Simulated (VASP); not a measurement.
# BP (F-43m) in VASP: settings compared, part 2 of 2

VASP 6.6.1. The steps go on from the part before.

## Step 4: Single point, BLYP+D3(BJ)

This run uses another cell than the first one, of 11.68 Å³/atom, 0.980 times its volume.

Contents of INCAR:

```
AGGAC    = 1.0          
AGGAX    = 1.0          
ALDAC    = 0.0          
ALDAX    = 1.0          
ALGO     = Normal         # electronic algorithm
EDIFF    = 1E-6           # SCF threshold, eV
ENCUT    = 520            # plane-wave cutoff, eV
GGA      = B5             # functional
ISIF     = 2              # what is computed and relaxed
ISMEAR   = -1             # smearing method
IVDW     = 12             # dispersion correction
LASPH    = T              # aspherical terms in the spheres
LCHARG   = F              # write CHGCAR
LREAL    = F              # projectors in reciprocal space
LWAVE    = F              # write WAVECAR
NBANDS   = 11             # bands
NELM     = 100            # most SCF steps
PREC     = Accurate       # precision mode
SIGMA    = 0.05           # smearing width, eV
VDW_A1   = 0.4298       
VDW_A2   = 4.2359       
VDW_S6   = 1.0          
VDW_S8   = 2.6996
```

Contents of KPOINTS:

```
k-points
0
Gamma
  10 10 10
```

Contents of POSCAR:

```
BP
1.0
    0.0000000000      2.2690000000      2.2690000000
    2.2690000000      0.0000000000      2.2690000000
    2.2690000000      2.2690000000      0.0000000000
P B
1 1
Direct
    0.7500000000      0.7500000000      0.7500000000
    0.0000000000      0.0000000000      0.0000000000
```

Potentials or basis: VASP PAW PBE potentials, release 64 (P, B).

Run with:

```sh
> cat potpaw_PBE.64/P/POTCAR potpaw_PBE.64/B/POTCAR > POTCAR
> mpirun -np 1 vasp_std > vasp.out
```

OUTCAR:

```text
EDIFF = 1E-6
   ENCUT = 520
   GGA = B5
   ISIF = 2
   ISMEAR = -1
   IVDW = 12
   LASPH = T
   LREAL = F
   NELM = 100
   PREC = Accurate
 IVDW          = 12

 ion  position               nearest neighbor table
   1  0.750  0.750  0.750-   2 1.97   2 1.97   2 1.97   2 1.97
   2  0.000  0.000  0.000-   1 1.97   1 1.97   1 1.97   1 1.97

  LATTYP: Found a face centered cubic cell.
 ALAT       =     4.5380000000

  Lattice vectors:

 A1 = (   0.0000000000,   2.2690000000,   2.2690000000)
 A2 = (   2.2690000000,   0.0000000000,   2.2690000000)
 A3 = (   2.2690000000,   2.2690000000,   0.0000000000)

Analysis of symmetry for initial positions (statically):
=====================================================================
 Subroutine PRICEL returns:
 Original cell was already a primitive cell.

 Routine SETGRP: Setting up the symmetry group for a
 face centered cubic supercell.

 Subroutine GETGRP returns: Found 24 space group operations
 (whereof 24 operations were pure point group operations)
 out of a pool of 48 trial point group operations.

The static configuration has the point symmetry T_d .

Analysis of symmetry for dynamics (positions and initial velocities):
=====================================================================
 Subroutine PRICEL returns:
 Original cell was already a primitive cell.

 Routine SETGRP: Setting up the symmetry group for a
 face centered cubic supercell.

 Subroutine GETGRP returns: Found 24 space group operations
 (whereof 24 operations were pure point group operations)
 out of a pool of 48 trial point group operations.

The dynamic configuration has the point symmetry T_d .

 Subroutine INISYM returns: Found 24 space group operations
 (whereof 24 operations are pure point group operations),
 and found     1 'primitive' translations

----------------------------------------------------------------------------------------

                                     Primitive cell

  volume of cell :      23.3633

  direct lattice vectors                    reciprocal lattice vectors
     0.000000000  2.269000000  2.269000000    -0.220361393  0.220361393  0.220361393
     2.269000000  0.000000000  2.269000000     0.220361393 -0.220361393  0.220361393
     2.269000000  2.269000000  0.000000000     0.220361393  0.220361393 -0.220361393

  length of vectors
     3.208850573  3.208850573  3.208850573     0.381677128  0.381677128  0.381677128

  position of ions in fractional coordinates (direct lattice)
     0.750000000  0.750000000  0.750000000
     0.000000000  0.000000000  0.000000000

  ion indices of the primitive-cell ions
   primitive index   ion index
                 1           1
                 2           2

----------------------------------------------------------------------------------------

 KPOINTS: k-points

Automatic generation of k-mesh.
 Grid dimensions read from file:
 generate k-points for:   10   10   10

 Generating k-lattice:

  Cartesian coordinates                     Fractional coordinates (reciprocal lattice)
    -0.022036139  0.022036139  0.022036139     0.100000000  0.000000000  0.000000000
     0.022036139 -0.022036139  0.022036139     0.000000000  0.100000000  0.000000000
     0.022036139  0.022036139 -0.022036139     0.000000000  0.000000000  0.100000000

  Length of vectors
     0.038167713  0.038167713  0.038167713

  Shift w.r.t. Gamma in fractional coordinates (k-lattice)
     0.000000000  0.000000000  0.000000000

 Subroutine IBZKPT returns following result:
 ===========================================

 Found     47 irreducible k-points:

 Following reciprocal coordinates:
            Coordinates               Weight
  0.000000  0.000000  0.000000      1.000000
  0.100000  0.000000  0.000000      8.000000
  0.200000  0.000000  0.000000      8.000000
  0.300000  0.000000  0.000000      8.000000
  0.400000  0.000000  0.000000      8.000000
  0.500000  0.000000  0.000000      4.000000
[... 16 lines left out ...]
  0.300000  0.300000  0.000000      6.000000
  0.400000  0.300000  0.000000     24.000000
 [... further k-points ...]
   k-points           NKPTS =     47   k-points in BZ     NKDIM =     47   number of bands    NBANDS=     11
   number of dos      NEDOS =    301   number of ions     NIONS =      2
   total plane-waves  NPLWV =  13824
   dimension x,y,z NGX =    24 NGY =   24 NGZ =   24
   dimension x,y,z NGXF=    48 NGYF=   48 NGZF=   48
   ions per type =               1   1
   NGX,Y,Z   is equivalent  to a cutoff of  12.43, 12.43, 12.43 a.u.
   NGXF,Y,Z  is equivalent  to a cutoff of  24.87, 24.87, 24.87 a.u.
 SYSTEM =  unknown system
   PREC   = accura    normal or accurate (medium, high low for compatibility)
   ISTART =      0    job   : 0-new  1-cont  2-samecut
   ICHARG =      2    charge: 1-file 2-atom 10-const
   ISPIN  =      1    spin polarized calculation?
   LNONCOLLINEAR =      F non collinear calculations
   LSORBIT =      F    spin-orbit coupling
   LASPH  =      T    aspherical Exc in radial PAW
   ENCUT  =  520.0 eV  38.22 Ry    6.18 a.u.   5.97  5.97  5.97*2*pi/ulx,y,z
   NELM   =    100;   NELMIN=  2; NELMDL= -5     # of ELM steps
   EDIFF  = 0.1E-05   stopping-criterion for ELM
   LREAL  =      F    real-space projection
   EDIFFG = 0.1E-04   stopping-criterion for IOM
   NSW    =      0    number of steps for IOM
   IBRION =     -1    ionic relax: 0-MD 1-quasi-New 2-CG
   NFREE  =      0    steps in history (QN), initial steepest desc. (CG)
   ISIF   =      2    stress and relaxation
   ISYM   =      2    0-nonsym 1-usesym 2-fastsym
   POTIM  = 0.5000    time-step for ionic-motion
   TEBEG  =    0.0;   TEEND  =   0.0 temperature during run
   PSTRESS=    0.0 pullay stress
   NELECT =       8.0000    total number of electrons
   NUPDOWN=      -1.0000    fix difference up-down
   EMIN   =  10.00;   EMAX   =-10.00  energy-range for DOS
[... 5 lines left out ...]
     AMIX     =   0.40;   BMIX     =  1.00
     AMIX_MAG =   1.60;   BMIX_MAG =  1.00
  volume/ion in A,a.u.               =      11.68        78.83
  Fermi-wavevector in a.u.,A,eV,Ry     =   1.145320  2.164342 17.847562  1.311759
  Thomas-Fermi vector in A             =   2.282009
   LORBIT       =      0    0 simple, 1 ext, 2 COOP (PROOUT), +10 PAW based schemes
   GGA     = B5    functional components
   LHFCALC =     F    Hartree Fock is set to
   AEXX    =    0.0000 exact exchange contribution
   IVDW    =    12    specifies the selected vdW correction
   LEPSILON=     F    determine dielectric tensor
   LRPA    =     F    only Hartree local field effects (RPA)
 non-spin polarized calculation
  energy-cutoff  :      520.00
  volume of cell :       23.36
 maximum number of plane-waves:       639
   NGX = 11   NGY = 11   NGZ = 11

 number of electron       8.0000000 magnetization

 Free energy of the ion-electron system (eV)
  ---------------------------------------------------
  ext. energy  EPLUGINS =         0.00000000
  ---------------------------------------------------
  free energy    TOTEN  =       -11.56420587 eV

  energy without entropy =      -11.56420587  energy(sigma->0) =      -11.56420587

 E-fermi :   8.5310     XC(G=0): -10.2212

 val. band max:        7.7813487878   @ k =   0.0000   0.0000   0.0000
 cond. band min:       9.3187095367   @ k =   0.4000   0.4000   0.0000
 fundamental gap:      1.5373607489
 Fermi energy:         8.5309568707

 k-point     1 :       0.0000    0.0000    0.0000
  band No.  band energies     occupation
      1      -7.5065      2.00000
      2       7.7813      2.00000
      3       7.7813      2.00000
      4       7.7813      2.00000
      5      11.3627      0.00000
      6      11.3627      0.00000
      7      11.3627      0.00000
      8      15.2414      0.00000
      9      19.7067      0.00000
     10      20.1750      0.00000
     11      20.1750      0.00000
[... 309 lines left out ...]
 k-point    24 :       0.4000    0.3000    0.0000
  band No.  band energies     occupation
      1      -4.6034      2.00000
      2       1.7087      2.00000
      3       3.8587      2.00000
      4       4.3626      2.00000
      5       9.8681      0.00000
      6      11.7173      0.00000
      7      17.3484      0.00000
      8      17.3697      0.00000
      9      21.8344      0.00000
     10      23.2750      0.00000
     11      25.0090      0.00000

 [... further k-points ...]

------------------------ aborting loop because EDIFF is reached ----------------------------------------

 Edisp (eV)   -1.37141

 E8    (eV) :    -0.9273

  FORCE on cell =-STRESS in cart. coord.  units (eV):
  Direction    XX          YY          ZZ          XY          YZ          ZX
  --------------------------------------------------------------------------------------
  -------------------------------------------------------------------------------------
  Total      -0.52561    -0.52561    -0.52561    -0.00000     0.00000     0.00000
  in kB     -36.04453   -36.04453   -36.04453    -0.00000     0.00000     0.00000
  external pressure =      -36.04 kB  Pullay stress =        0.00 kB

 VOLUME and BASIS-vectors are now :
 -----------------------------------------------------------------------------
  energy-cutoff  :      520.00
  volume of cell :       23.36
      direct lattice vectors                 reciprocal lattice vectors
     0.000000000  2.269000000  2.269000000    -0.220361393  0.220361393  0.220361393
     2.269000000  0.000000000  2.269000000     0.220361393 -0.220361393  0.220361393
     2.269000000  2.269000000  0.000000000     0.220361393  0.220361393 -0.220361393

 POSITION                                       TOTAL-FORCE (eV/Angst)
 -----------------------------------------------------------------------------------
      3.40350      3.40350      3.40350         0.000000      0.000000      0.000000
      0.00000      0.00000      0.00000        -0.000000     -0.000000     -0.000000
 -----------------------------------------------------------------------------------
    total drift:                               -0.000000     -0.000000     -0.000000

  FREE ENERGIE OF THE ION-ELECTRON SYSTEM (eV)
  ---------------------------------------------------
  free  energy   TOTEN  =       -12.9356138513 eV

  energy  without entropy=      -12.9356138482  energy(sigma->0) =      -12.93561385
```

Wall time 10 s (1 thread of Intel Xeon 6975P-C, shared host); peak memory 0.14 GiB.

What came out:

| Quantity | Value |
| --- | --- |
| Free energy | -12.9356 eV |
| Pressure | -3.6 GPa |
| Band gap on the k mesh | 1.54 eV, indirect (least direct gap 3.58 eV) |
| Dispersion energy per atom | -0.686 eV |

Levels at points of the mesh, in eV from the valence-band top:
```
           k point  band 1  band 2  band 3  band 4  band 5  band 6  band 7  band 8  band 9
(0.00, 0.00, 0.00)  -15.29    0.00    0.00    0.00    3.58    3.58    3.58    7.46   11.93
(0.50, 0.00, 0.00)  -12.03   -8.83   -1.72   -1.72    3.95    4.95    4.95   10.46   14.83
(0.50, 0.50, 0.00)  -10.52   -8.43   -4.01   -4.01    1.65    1.97   12.18   12.18   15.27
```

Caveat: the PAW data sets were made with another functional, which shifts forces and pressure a little.

## Step 5: Overview

| level | cell | gap on the mesh (eV) | pressure (GPa) |
| --- | --- | --- | --- |
| revPBE | a = 3.230 Å, angles 60.0°, 2 atoms | 1.27 | -0.3 |
| BLYP+D3(BJ) | a = 3.187 Å, angles 60.0°, 2 atoms | 1.51 | -0.4 |
| BLYP+D3(BJ) | a = 3.209 Å, angles 60.0°, 2 atoms | 1.54 | -3.6 |

Alike in all rows: task single point; potentials or basis VASP PAW PBE potentials, release 64 (P, B); no spin polarisation; k mesh 10 × 10 × 10; cutoff (eV) 520; smearing fermi-dirac 0.05 eV.

Caveats: the PAW data sets were made with another functional, which shifts forces and pressure a little.

Absolute energies hang on the potentials; compare differences alone.
